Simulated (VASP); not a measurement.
SrO, 4 atoms in the cell. The structure is hexagonal, space group P6_3mc (No. 186). The conventional cell has a = 3.553 Å, b = 3.553 Å, c = 6.217 Å, α = 90.00°, β = 90.00°, γ = 120.00°. Sr (site symmetry 3m) has 6 O at 2.43 to 2.73 Å within 3.2 Å. O (site symmetry 3m) has 6 Sr at 2.43 to 2.73 Å and 2 O at 3.11 Å within 3.2 Å.  This cell differs from its parent crystal: all O atoms moved -0.250 Å, as atom 3 along Cartesian [0 0 1].

| Quantity | Value |
| --- | --- |
| Program | VASP 6.6.1 |
| Task | single point |
| Functional | LDA |
| Potentials or basis | VASP PAW LDA potentials, release 64 (Sr_sv, O) |
| Cutoff | 520 eV |
| k mesh | 9 × 9 × 4 |
| Occupations | gaussian, width 0.05 eV |
| Spin | no spin polarisation |
| Dipole correction | no |
| Further INCAR settings | ALGO = Normal; EDIFF = 1e-06; NBANDS = 24 |

Potentials or basis: VASP PAW LDA potentials, release 64 (Sr_sv, O).

The run is started by

```bash
$ cat potpaw_LDA.64/Sr_sv/POTCAR potpaw_LDA.64/O/POTCAR > POTCAR
$ mpirun -np 1 vasp_std > vasp.out
```

Hardware: 1 thread of Intel(R) Xeon(R) 6975P-C (Granite Rapids), on a shared host.

Problem. How long does it take, and how much memory?

Solution. It took 26 s on 1 thread of Intel(R) Xeon(R) 6975P-C (Granite Rapids), with other jobs on the host, peak memory 0.18 GiB. Counts: scf iterations 14, k points 36.
